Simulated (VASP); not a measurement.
Wanted: the native input for a VASP 6.6.1 run.

- Task: single point
- Functional: PBE
- Potentials or basis: VASP PAW PBE potentials, release 64 (Sr_sv, Cl)
- Cutoff: 520 eV
- k mesh: 6 × 6 × 6
- Occupations: gaussian, width 0.01 eV
- Spin: no spin polarisation
- Dipole correction: no
- Further INCAR settings: ALGO = Normal; EDIFF = 1e-06; NBANDS = 19

The structure of SrCl2 lies in POSCAR:

```
SrCl2
1.0
    0.0000000000      3.4486546177      3.4486546177
    3.4486546177      0.0000000000      3.4486546177
    3.4486546177      3.4486546177      0.0000000000
Sr Cl
1 2
Direct
    0.0000000000      0.0000000000      0.0000000000
    0.2500000000      0.2500000000      0.2500000000
    0.7500000000      0.7500000000      0.7500000000
```

These files were run (other wordings do the same):

INCAR

```
  PREC = Accurate
  ENCUT = 520
  EDIFF = 1E-6
  ISMEAR = 0
  SIGMA = 0.01
  LREAL = False
  LASPH = True
  NELM = 60
  ALGO = Normal
  ISIF = 2
  LWAVE = False
  LCHARG = False
  GGA = PE
  NBANDS = 19
```

KPOINTS

```
Automatic mesh
0
Gamma
  6 6 6
```

Potentials or basis: VASP PAW PBE potentials, release 64 (Sr_sv, Cl).

Command:

```bash
$ cat potpaw_PBE.64/Sr_sv/POTCAR potpaw_PBE.64/Cl/POTCAR > POTCAR
$ mpirun -np 1 vasp_std > vasp.out
```

It gave:

```
Pressure               : 2.5 GPa
Band gap on the k mesh : 5.47 eV (least direct gap 5.49 eV)
```

Caveat: the structure was generated, so it needn't be the stable form of SrCl2.

It took 41 s on 1 thread of Intel Xeon 8259CL (shared host), peak memory 0.21 GiB.
